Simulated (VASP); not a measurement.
Runs of VASP 6.6.1 on Ca. The structure is that of space group P6_3/mmc (No. 194), or close to it. The cells are those of the table. 

```tsv
task	cell	k mesh	cutoff (eV)	gap on the mesh (eV)	pressure (GPa)	largest force (eV/Å)
single point	a = 4.031, b = 4.031, c = 6.623 Å, angles 90.0, 90.0, 120.0°, 2 atoms	12 × 12 × 8	520	none	-1.4	-
relaxation of shape and atoms at fixed volume	relaxed from a = 3.739, b = 3.739, c = 6.159 Å, angles 90.0, 90.0, 120.0°, 2 atoms	12 × 12 × 8	600	none	2.8	-
single point	a = 3.888, b = 3.888, c = 6.373 Å, angles 90.4, 89.6, 122.3°, 2 atoms	12 × 12 × 6	520	none	0.8	0.21
single point	a = 4.078, b = 4.078, c = 6.093 Å, angles 90.0, 90.0, 120.0°, 2 atoms	12 × 12 × 6	520	none	(a)	(b)
single point	a = 3.866, b = 3.866, c = 6.351 Å, angles 90.0, 90.0, 120.0°, 2 atoms	12 × 12 × 8	520	none	0.6	-
```

Alike in all rows: level PBE; potentials or basis VASP PAW PBE potentials, release 64 (Ca_sv); no spin polarisation; smearing gaussian 0.1 eV.

Task: Fill in the values left out.

Result: (a) -0.4; (b) 0.11.

A gap of «none» marks levels without a gap at the run's occupations.
